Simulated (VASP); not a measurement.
# H2C18O in VASP: a series of runs, part 2 of 2

VASP 6.6.1. The steps go on from the part before.

## (3) Single point, LDA

Input file INCAR:

```
PREC = Accurate
ENCUT = 520
EDIFF = 1E-7
ISMEAR = 0
SIGMA = 0.02
LREAL = Auto
LASPH = T
NELM = 100
ALGO = Normal
ISIF = 2
LWAVE = F
LCHARG = F
NBANDS = 56
```

Input file KPOINTS:

```
regular mesh
0
Gamma
  2 2 1
```

Input file POSCAR:

```
H2C18O
1.0
    7.3980000000      0.0000000000      0.0000000000
   -3.6990000000      6.4068560000      0.0000000000
    0.0000000000      0.0000000000     11.0000000000
C O H
18 1 2
Direct
    0.0018590643      0.0038124784      0.0762359091
    0.2241660091      0.1167724076      0.0762892727
    0.0018827293      0.3371728661      0.0769502727
    0.2241558119      0.4499874822      0.0773380909
    0.0017434693      0.6703742054      0.0764603636
    0.2241329669      0.7834586886      0.0758294545
    0.3353229100      0.0040486317      0.0753567273
    0.5578167901      0.1169469081      0.0754753636
    0.3352316153      0.3372082969      0.0770131818
    0.5576439215      0.4501126606      0.0768291818
    0.3353302588      0.6705680602      0.0766158182
    0.5578609738      0.7836227316      0.0757829091
    0.6688118297      0.0040305260      0.0752319091
    0.8909258049      0.1167188712      0.0761090909
    0.6686321935      0.3371719296      0.0765247273
    0.8909043643      0.4500233812      0.0768607273
    0.6686523247      0.6705360632      0.0764465455
    0.8909246595      0.7834232578      0.0762890909
    0.4827720207     -0.0502158937      0.3330676364
    0.4235922132     -0.1599491233      0.2717271818
    0.4143502858      0.0308005986      0.3188392727
```

Potentials or basis: VASP PAW LDA potentials, release 64 (C, O, H).

Command:

```console
$ cat potpaw_LDA.64/C/POTCAR potpaw_LDA.64/O/POTCAR potpaw_LDA.64/H/POTCAR > POTCAR
$ mpirun -np 1 vasp_std > vasp.out
```

OUTCAR:

```text
PREC = Accurate
   ENCUT = 520
   EDIFF = 1E-7
   ISMEAR = 0
   LREAL = Auto
   LASPH = T
   NELM = 100
   ISIF = 2

 ion  position               nearest neighbor table
   1  0.002  0.004  0.076-  18 1.41   2 1.42  14 1.43
   2  0.224  0.117  0.076-   9 1.41   1 1.42   7 1.43
   3  0.002  0.337  0.077-  14 1.41   4 1.42  16 1.43
   4  0.224  0.450  0.077-  11 1.41   3 1.42   9 1.43
   5  0.002  0.670  0.076-  16 1.41   6 1.42  18 1.43
   6  0.224  0.783  0.076-   7 1.41   5 1.42  11 1.44
[... 10 lines left out ...]
  17  0.669  0.671  0.076-  10 1.41  18 1.42  12 1.43
  18  0.891  0.783  0.076-   1 1.41  17 1.42   5 1.43
  19  0.483  0.950  0.333-  21 0.97  20 0.97
  20  0.424  0.840  0.272-  19 0.97
  21  0.414  0.031  0.319-  19 0.97

  LATTYP: Found a hexagonal cell.
 ALAT       =     7.3980000000
 C/A-ratio  =     1.4868883482

  Lattice vectors:

 A1 = (   7.3980000000,   0.0000000000,   0.0000000000)
 A2 = (  -3.6990000000,   6.4068560000,   0.0000000000)
 A3 = (   0.0000000000,   0.0000000000,  11.0000000000)

Analysis of symmetry for initial positions (statically):
=====================================================================
 Subroutine PRICEL returns:
 Original cell was already a primitive cell.

 Routine SETGRP: Setting up the symmetry group for a
 hexagonal supercell.

 Subroutine GETGRP returns: Found  1 space group operations
 (whereof  1 operations were pure point group operations)
 out of a pool of 24 trial point group operations.

The static configuration has the point symmetry C_1 .

Analysis of symmetry for dynamics (positions and initial velocities):
=====================================================================
 Subroutine PRICEL returns:
 Original cell was already a primitive cell.

 Routine SETGRP: Setting up the symmetry group for a
 hexagonal supercell.

 Subroutine GETGRP returns: Found  1 space group operations
 (whereof  1 operations were pure point group operations)
 out of a pool of 24 trial point group operations.

The dynamic configuration has the point symmetry C_1 .

 Subroutine INISYM returns: Found  1 space group operations
 (whereof  1 operations are pure point group operations),
 and found     1 'primitive' translations

----------------------------------------------------------------------------------------

                                     Primitive cell

  volume of cell :     521.3771

  direct lattice vectors                    reciprocal lattice vectors
     7.398000000  0.000000000  0.000000000     0.135171668  0.078041398  0.000000000
    -3.699000000  6.406856000  0.000000000     0.000000000  0.156082796  0.000000000
     0.000000000  0.000000000 11.000000000     0.000000000  0.000000000  0.090909091

  length of vectors
     7.398000000  7.398000054 11.000000000     0.156082797  0.156082796  0.090909091

  position of ions in fractional coordinates (direct lattice)
     0.001859064  0.003812478  0.076235909
     0.224166009  0.116772408  0.076289273
     0.001882729  0.337172866  0.076950273
     0.224155812  0.449987482  0.077338091
     0.001743469  0.670374205  0.076460364
[... 64 lines left out ...]

 Found      4 irreducible k-points:

 Following reciprocal coordinates:
            Coordinates               Weight
  0.000000  0.000000  0.000000      1.000000
  0.500000 -0.000000  0.000000      1.000000
  0.000000  0.500000  0.000000      1.000000
  0.500000  0.500000  0.000000      1.000000
   k-points           NKPTS =      4   k-points in BZ     NKDIM =      4   number of bands    NBANDS=     56
   number of dos      NEDOS =    301   number of ions     NIONS =     21
   total plane-waves  NPLWV = 263424
   dimension x,y,z NGX =    56 NGY =   56 NGZ =   84
   dimension x,y,z NGXF=   112 NGYF=  112 NGZF=  168
   ions per type =              18   1   2
   NGX,Y,Z   is equivalent  to a cutoff of  12.58, 12.58, 12.70 a.u.
   NGXF,Y,Z  is equivalent  to a cutoff of  25.17, 25.17, 25.39 a.u.
 SYSTEM =  unknown system
   PREC   = accura    normal or accurate (medium, high low for compatibility)
   ISTART =      0    job   : 0-new  1-cont  2-samecut
   ICHARG =      2    charge: 1-file 2-atom 10-const
   ISPIN  =      1    spin polarized calculation?
   LNONCOLLINEAR =      F non collinear calculations
   LSORBIT =      F    spin-orbit coupling
   LASPH  =      T    aspherical Exc in radial PAW
   ENCUT  =  520.0 eV  38.22 Ry    6.18 a.u.  13.76 13.76 20.45*2*pi/ulx,y,z
   NELM   =    100;   NELMIN=  2; NELMDL= -5     # of ELM steps
   EDIFF  = 0.1E-06   stopping-criterion for ELM
   LREAL  =      T    real-space projection
   EDIFFG = 0.1E-05   stopping-criterion for IOM
   NSW    =      0    number of steps for IOM
   IBRION =     -1    ionic relax: 0-MD 1-quasi-New 2-CG
   NFREE  =      0    steps in history (QN), initial steepest desc. (CG)
   ISIF   =      2    stress and relaxation
   ISYM   =      2    0-nonsym 1-usesym 2-fastsym
   POTIM  = 0.5000    time-step for ionic-motion
   TEBEG  =    0.0;   TEEND  =   0.0 temperature during run
   PSTRESS=    0.0 pullay stress
   NELECT =      80.0000    total number of electrons
   NUPDOWN=      -1.0000    fix difference up-down
   EMIN   =  10.00;   EMAX   =-10.00  energy-range for DOS
   EFERMI =   0.00;   METHOD = LEGACY
   ISMEAR =     0;   SIGMA  =   0.02  broadening in eV -4-tet -1-fermi 0-gaus
   EFERMI_NEDOS =   21; number of points for ismear=-14 and -15
   IALGO  =     38    algorithm
   IMIX   =      4    mixing-type and parameters
     AMIX     =   0.40;   BMIX     =  1.00
     AMIX_MAG =   1.60;   BMIX_MAG =  1.00
  volume/ion in A,a.u.               =      24.83       167.54
  Fermi-wavevector in a.u.,A,eV,Ry     =   0.876437  1.656226 10.451210  0.768142
  Thomas-Fermi vector in A             =   1.996247
   LORBIT       =      0    0 simple, 1 ext, 2 COOP (PROOUT), +10 PAW based schemes
   GGA     = CA    functional components
   LHFCALC =     F    Hartree Fock is set to
   AEXX    =    0.0000 exact exchange contribution
   IVDW    =     0    specifies the selected vdW correction
   LEPSILON=     F    determine dielectric tensor
   LRPA    =     F    only Hartree local field effects (RPA)
 non-spin polarized calculation
 Gauss-broadening in eV      SIGMA  =   0.02
  energy-cutoff  :      520.00
  volume of cell :      521.38
 maximum number of plane-waves:     14099
 NGX is ok and might be reduce to    56
   NGX = 27   NGY = 27   NGZ = 41

 number of electron      80.0000000 magnetization

 Free energy of the ion-electron system (eV)
  ---------------------------------------------------
  ext. energy  EPLUGINS =         0.00000000
  ---------------------------------------------------
  free energy    TOTEN  =      -195.99852033 eV

  energy without entropy =     -195.99852028  energy(sigma->0) =     -195.99852031

 E-fermi :  -1.8473     XC(G=0):  -4.4752

 val. band max:       -1.9154138605   @ k =   0.0000   0.0000   0.0000
 cond. band min:      -1.7791103249   @ k =   0.0000   0.0000   0.0000
 fundamental gap:      0.1363035356
 Fermi energy:        -1.8472590293

 k-point     1 :       0.0000    0.0000    0.0000
  band No.  band energies     occupation
      1     -22.0548      2.00000
      2     -21.1307      2.00000
      3     -18.5990      2.00000
      4     -18.5845      2.00000
      5     -18.5700      2.00000
      6     -18.5671      2.00000
[... 209 lines left out ...]
     51       4.3032      0.00000
     52       4.4468      0.00000
 [bands above 52 left out]

------------------------ aborting loop because EDIFF is reached ----------------------------------------

  FORCE on cell =-STRESS in cart. coord.  units (eV):
  Direction    XX          YY          ZZ          XY          YZ          ZX
  --------------------------------------------------------------------------------------
  -------------------------------------------------------------------------------------
  Total       -4.7276831    -13.0345489      0.4288589     -2.4126755     -0.0249124      0.0077782
  in kB      -14.5280379    -40.0548043      1.3178713     -7.4140842     -0.0765552      0.0239021
  external PRESSURE =     -17.7549903 kB  Pullay stress =       0.0000000 kB

 VOLUME and BASIS-vectors are now :
 -----------------------------------------------------------------------------
  energy-cutoff  :      520.00
  volume of cell :      521.38
      direct lattice vectors                 reciprocal lattice vectors
     7.398000000  0.000000000  0.000000000     0.135171668  0.078041398  0.000000000
    -3.699000000  6.406856000  0.000000000     0.000000000  0.156082796  0.000000000
     0.000000000  0.000000000 11.000000000     0.000000000  0.000000000  0.090909091

 POSITION                                       TOTAL-FORCE (eV/Angst)
 -----------------------------------------------------------------------------------
     -0.00035      0.02443      0.83860         0.017338      0.007992      0.002887
      1.22644      0.74814      0.83918        -0.020742     -0.006814     -0.000527
     -1.23327      2.16022      0.84645         0.018037      0.003188     -0.010619
     -0.00620      2.88301      0.85072        -0.015178     -0.008888     -0.021416
     -2.46682      4.29499      0.84106         0.015090      0.007253      0.000961
     -1.23988      5.01951      0.83412        -0.021087      0.002563     -0.003805
[... 13 lines left out ...]
      0.02639      5.38208      2.98900         0.027753     -0.129333     -0.049968
      2.95143      0.19733      3.50723        -0.147804      0.110178      0.022853
 -----------------------------------------------------------------------------------
    total drift:                                0.004839     -0.020412      0.020624

  FREE ENERGIE OF THE ION-ELECTRON SYSTEM (eV)
  ---------------------------------------------------
  free  energy   TOTEN  =      -195.9985203310 eV

  energy  without entropy=     -195.9985202798  energy(sigma->0) =     -195.99852031
```

Wall time 3.3 min (1 thread of Intel Xeon Platinum 8488C (Sapphire Rapids), shared host); peak memory 0.45 GiB.

Results:

```
Free energy            : -195.9985 eV
Largest force          : 0.259 eV/Å
Band gap on the k mesh : 0.14 eV, direct
```

Forces in eV/Å, atoms in the order of the input:
```
C    0.017  0.008  0.003
C   -0.021 -0.007 -0.001
C    0.018  0.003 -0.011
C   -0.015 -0.009 -0.021
C    0.015  0.007  0.001
C   -0.021  0.003 -0.004
C    0.023  0.003 -0.013
C   -0.015  0.004 -0.046
C    0.020  0.008 -0.011
C   -0.020 -0.003 -0.015
C    0.020  0.002 -0.027
C   -0.024  0.006 -0.007
C    0.018  0.008 -0.009
C   -0.018 -0.006  0.002
C    0.021  0.014 -0.026
C   -0.019 -0.008 -0.017
C    0.023  0.006  0.001
C   -0.026 -0.005  0.000
O    0.124 -0.015  0.227
H    0.028 -0.129 -0.050
H   -0.148  0.110  0.023
```

Levels at points of the mesh, in eV from the valence-band top:
```tsv
k point	band 37	band 38	band 39	band 40	band 41	band 42	band 43	band 44
(0.00, 0.00, 0.00)	-2.78	-2.31	-0.02	0.00	0.14	0.16	3.29	4.73
(0.50, 0.00, 0.00)	-2.60	-2.52	-2.35	-2.07	1.70	2.47	2.48	2.63
(0.00, 0.50, 0.00)	-2.60	-2.55	-2.30	-2.06	1.58	2.52	2.54	2.58
(0.50, 0.50, 0.00)	-2.58	-2.54	-2.34	-2.15	1.80	2.49	2.53	2.57
```

Caveat: the k points lie up to 0.49 Å⁻¹ apart.

## (4) Single point, LDA

Input file INCAR:

```
SYSTEM = H2C18O
ALGO = Normal
EDIFF = 1E-6
ENCUT = 520
GGA = CA
ISIF = 2
ISMEAR = 0
LASPH = .TRUE.
LCHARG = .FALSE.
LREAL = Auto
LWAVE = .FALSE.
NBANDS = 56
NELM = 60
PREC = Accurate
SIGMA = 0.02
```

Input file KPOINTS:

```
k-points
0
G
  2 2 1
  0 0 0
```

Input file POSCAR:

```
H2C18O
1.0
    7.3980000000      0.0000000000      0.0000000000
   -3.6990000000      6.4068560000      0.0000000000
    0.0000000000      0.0000000000     11.0000000000
C O H
18 1 2
Direct
   -0.0005483284     -0.0029774354      0.0737873636
    0.2208466590      0.1093475489      0.0773650000
    0.0010530790      0.3299836925      0.0889039091
    0.2214376070      0.4411163603      0.0966698182
   -0.0033474651      0.6612953374      0.0786859091
    0.2193950035      0.7769551868      0.0771304545
    0.3277095490     -0.0056868767      0.0762899091
    0.5502874152      0.0980852387      0.1110814545
    0.3308220752      0.3300523689      0.0890704545
    0.5562794689      0.4405465021      0.0902860000
    0.3360118406      0.6701591233      0.1035477273
    0.5597104716      0.7772595482      0.0773767273
    0.6689396075     -0.0058231370      0.0758223636
    0.8904350996      0.1092684150      0.0770071818
    0.6658366737      0.3296306332      0.0991842727
    0.8862815169      0.4404751722      0.0902633636
    0.6666962123      0.6614116191      0.0788046364
    0.8880843735      0.7742844540      0.0749666364
    0.5140900628      0.0080579304      0.2560711818
    0.3950121324     -0.2116407798      0.2063694545
    0.4141197971      0.0427026922      0.2917706364
```

Potentials or basis: VASP PAW LDA potentials, release 64 (C, O, H).

Command:

```console
$ cat potpaw_LDA.64/C/POTCAR potpaw_LDA.64/O/POTCAR potpaw_LDA.64/H/POTCAR > POTCAR
$ mpirun -np 1 vasp_std > vasp.out
```

OUTCAR:

```text
SYSTEM = H2C18O
   EDIFF = 1E-6
   ENCUT = 520
   GGA = CA
   ISIF = 2
   ISMEAR = 0
   LASPH = .TRUE.
   LREAL = Auto
   NELM = 60
   PREC = Accurate

 ion  position               nearest neighbor table
   1  0.999  0.997  0.074-  14 1.42   2 1.42  18 1.43
   2  0.221  0.109  0.077-   1 1.42   9 1.42   7 1.42
   3  0.001  0.330  0.089-   4 1.41  14 1.42  16 1.44
   4  0.221  0.441  0.097-   3 1.41   9 1.41  11 1.47
   5  0.997  0.661  0.079-  18 1.42  16 1.42   6 1.43
   6  0.219  0.777  0.077-   7 1.39   5 1.43  11 1.46
   7  0.328  0.994  0.076-   6 1.39   2 1.42   8 1.48
   8  0.550  0.098  0.111-   7 1.48  13 1.48  15 1.49  19 1.70
   9  0.331  0.330  0.089-   4 1.41   2 1.42  10 1.44
[... 450 lines left out ...]
  in kB      -11.6193999    -48.2414657      0.2177424      0.0783407     -0.1895555     -0.1363088
  external PRESSURE =     -19.8810410 kB  Pullay stress =       0.0000000 kB

 VOLUME and BASIS-vectors are now :
 -----------------------------------------------------------------------------
  energy-cutoff  :      520.00
  volume of cell :      521.38
      direct lattice vectors                 reciprocal lattice vectors
     7.398000000  0.000000000  0.000000000     0.135171668  0.078041398  0.000000000
    -3.699000000  6.406856000  0.000000000     0.000000000  0.156082796  0.000000000
     0.000000000  0.000000000 11.000000000     0.000000000  0.000000000  0.090909091

 POSITION                                       TOTAL-FORCE (eV/Angst)
 -----------------------------------------------------------------------------------
      3.70596      6.38778      0.81166        -0.003122     -0.031331      0.006669
      1.22935      0.70057      0.85102        -0.008490     -0.010201     -0.009334
     -1.21282      2.11416      0.97794         0.033445      0.014751      0.001719
      0.00651      2.82617      1.06337        -0.007910     -0.006477      0.010155
      4.92710      4.23682      0.86555         0.037027     -0.019549     -0.005306
     -1.25087      4.97784      0.84843        -0.086107      0.007889     -0.088343
[... 13 lines left out ...]
      0.00616      5.05090      2.27006         0.033026     -0.158298     -0.006772
      2.90570      0.27359      3.20948        -0.199454      0.015932      0.106809
 -----------------------------------------------------------------------------------
    total drift:                                0.032274     -0.015744     -0.008233

  FREE ENERGIE OF THE ION-ELECTRON SYSTEM (eV)
  ---------------------------------------------------
  free  energy   TOTEN  =      -193.1551361417 eV

  energy  without entropy=     -193.1551361417  energy(sigma->0) =     -193.15513614
```

stdout:

```text
POSCAR found type information on POSCAR C O H
 POSCAR found :  3 types and      21 ions
 scaLAPACK will be used
 LDA part: xc-table for (Slater(with rela. corr.)+CA(PZ))
 , standard interpolation
 POSCAR, INCAR and KPOINTS ok, starting setup
 FFT: planning ... GRIDC
 FFT: planning ... GRID_SOFT
 FFT: planning ... GRID
 WAVECAR not read
 entering main loop
```

Run time: 2.5 min. Hardware: 1 thread of Intel Xeon Platinum 8488C (Sapphire Rapids), shared host; peak memory 0.46 GiB.

What came out:

```yaml
Free_energy: -193.1551 eV
Largest_force: 0.227 eV/Å
Band_gap_on_the_k_mesh: 0.28 eV, direct
```

Forces in eV/Å, atoms in the order of the input:
```
C   -0.003 -0.031  0.007
C   -0.008 -0.010 -0.009
C    0.033  0.015  0.002
C   -0.008 -0.006  0.010
C    0.037 -0.020 -0.005
C   -0.086  0.008 -0.088
C    0.042  0.010  0.024
C    0.031  0.012 -0.155
C   -0.020  0.025  0.005
C    0.034  0.002  0.002
C   -0.016  0.102  0.073
C    0.074  0.008 -0.049
C   -0.087  0.040  0.046
C    0.018 -0.003 -0.002
C    0.008 -0.083  0.040
C   -0.043  0.003  0.002
C   -0.021 -0.033 -0.002
C   -0.002  0.047 -0.009
O    0.182  0.056  0.008
H    0.033 -0.158 -0.007
H   -0.199  0.016  0.107
```

Levels at points of the mesh, in eV from the valence-band top:
```csv
k point,band 36,band 37,band 38,band 39,band 40,band 41,band 42,band 43,band 44,band 45
"(0.00, 0.00, 0.00)",-2.97,-2.85,-2.29,-0.79,0.00,0.28,1.28,2.77,3.53,4.55
"(0.50, 0.00, 0.00)",-2.87,-2.52,-2.42,-2.17,-0.74,1.08,2.11,2.53,2.64,3.39
"(0.00, 0.50, 0.00)",-2.50,-2.43,-2.30,-2.28,-1.29,1.74,2.24,2.51,2.63,2.64
"(0.50, 0.50, 0.00)",-2.85,-2.49,-2.36,-2.27,-0.75,1.10,2.10,2.53,2.66,3.38
```

Caveat: the k points lie up to 0.49 Å⁻¹ apart.
